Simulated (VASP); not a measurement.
Write the native input for VASP 6.6.1 that does the following.

```
Task                   : relaxation of the atoms
Functional             : PBE
Potentials or basis    : VASP PAW PBE potentials, release 64 (Pt, S)
Cutoff                 : 520 eV
k mesh                 : 9 × 9 × 4
Occupations            : gaussian, width 0.05 eV
Spin                   : no spin polarisation
Dipole correction      : no
Further INCAR settings : ALGO = Normal; EDIFF = 1e-06; IBRION = 2; EDIFFG = -0.01; NSW = 50
```

The structure of PtS2 lies in POSCAR:

```
PtS2
1.0
    3.3262000000      0.0000000000      0.0000000000
   -1.6631000000      2.8805736981      0.0000000000
    0.0000000000      0.0000000000      6.1718000000
Pt S
1 2
Direct
    0.0000000000      0.0000000000      0.0000000000
    0.3333333333      0.6666666667      0.1889525212
    0.6666666667      0.3333333333      0.8110474788
```

The input as run:

INCAR

```
SYSTEM = PtS2
  PREC = Accurate
  ENCUT = 520
  EDIFF = 1E-6
  ISMEAR = 0
  SIGMA = 0.05
  LREAL = .False.
  LASPH = .True.
  NELM = 60
  ALGO = Normal
  ISIF = 2
  LWAVE = .False.
  LCHARG = .False.
  GGA = PE
  IBRION = 2
  NSW = 50
  EDIFFG = -0.01
```

KPOINTS

```
regular mesh
0
Gamma
  9 9 4
  0 0 0
```

Potentials or basis: VASP PAW PBE potentials, release 64 (Pt, S).

Run with:

```sh
$ cat potpaw_PBE.64/Pt/POTCAR potpaw_PBE.64/S/POTCAR > POTCAR
$ mpirun -np 1 vasp_std > vasp.out
```

Results of the run:

```yaml
Energy_gained_by_relaxing: 231.5 meV/atom
Ionic_steps: 3
Pressure_after_relaxing: 10.3 GPa
Band_gap_on_the_k_mesh: 1.23 eV (least direct gap 1.42 eV)
```

Caveat: spin-orbit coupling is left out, which moves the levels of the heavy elements; an odd mesh through Γ misses points on the zone boundary, where band edges can lie; this functional lacks dispersion, which binds the layers, so the pressure and a relaxed spacing across them are unreliable.

Run time: 71 s on 1 thread of Intel(R) Xeon(R) Platinum 8259CL CPU @ 2.50GHz (Skylake/Cascade Lake) (shared host), peak memory 0.21 GiB.
